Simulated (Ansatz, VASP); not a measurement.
Ti3Al: VASP beside Ansatz

INCAR

```
SYSTEM = Ti3Al
PREC = Accurate
ENCUT = 520
EDIFF = 1E-6
ISMEAR = 0
SIGMA = 0.1
LREAL = .False.
LASPH = .True.
NELM = 150
ALGO = Normal
ISIF = 2
LWAVE = .False.
LCHARG = .False.
ISPIN = 2
MAGMOM = 0.22 0.22 0.96 0
LORBIT = 11
LMAXMIX = 4
GGA = PS
NBANDS = 32
```

File KPOINTS:

```
Automatic mesh
0
Gamma
  12 12 12
  0 0 0
```

File POSCAR:

```
Ti3Al
1.0
    0.0000000000      3.2317810000      3.2317810000
    3.2317810000      0.0000000000      3.2317810000
    3.2317810000      3.2317810000      0.0000000000
Ti Al
3 1
Direct
    0.7500000000      0.7500000000      0.7500000000
    0.2500000000      0.2500000000      0.2500000000
    0.0000000000      0.0000000000      0.0000000000
    0.5000000000      0.5000000000      0.5000000000
```

Input for Ansatz:

```yaml
crystal:
  lattice:
    - [0.0, 3.231781, 3.231781]
    - [3.231781, 0.0, 3.231781]
    - [3.231781, 3.231781, 0.0]
  atoms:
    - { symbol: Ti, position: [0.75, 0.75, 0.75], spin: 0.22 }
    - { symbol: Ti, position: [0.25, 0.25, 0.25], spin: 0.22 }
    - { symbol: Ti, position: [0.0, 0.0, 0.0], spin: 0.96 }
    - { symbol: Al, position: [0.5, 0.5, 0.5] }
basis:
  ecutwfc: 420
kpoints:
  mp_grid: { grid: [12, 12, 12] }
hamiltonian:
  xc: pbesol
scf:
  occupations: { method: gaussian, width: 0.1 }
output:
  forces: true
  stress: true
  eigenvalues: true
  populations: true
  write_density: true
  write_potential: true
  elf: true
  volumetric_format: npy
magnetization:
  spin_polarized: true
```

Alike in both runs: task single point; functional PBEsol; k mesh 12 × 12 × 12; occupations gaussian, width 0.1 eV; collinear spin.

|  | VASP | Ansatz |
| --- | --- | --- |
| version | VASP 6.6.1 | Ansatz 0.2.0 |
| potentials or method | VASP PAW PBE potentials, release 64 (Ti_sv, Al), cutoff 520 eV | scalar-relativistic, plane waves, PAW |
| valence electrons in the cell | 39 | 39 |

|  | VASP | Ansatz | Ansatz less VASP |
| --- | --- | --- | --- |
| gap on the k mesh at the Fermi level (eV) | none | none | - |
| pressure (GPa) | -4.1 | -4.1 | +0.06 |
| net moment per atom (μB) | 0.46 | 0.46 | 0.000 |
| size of the moment on the site where the two differ most (μB) | 0.94 | 0.94 | +0.009 |

VASP's potentials were made for PBE, not for PBEsol. Site moments also hang on the region over which each program counts them. A gap of «none» marks a metal or a gap that the smearing closes.
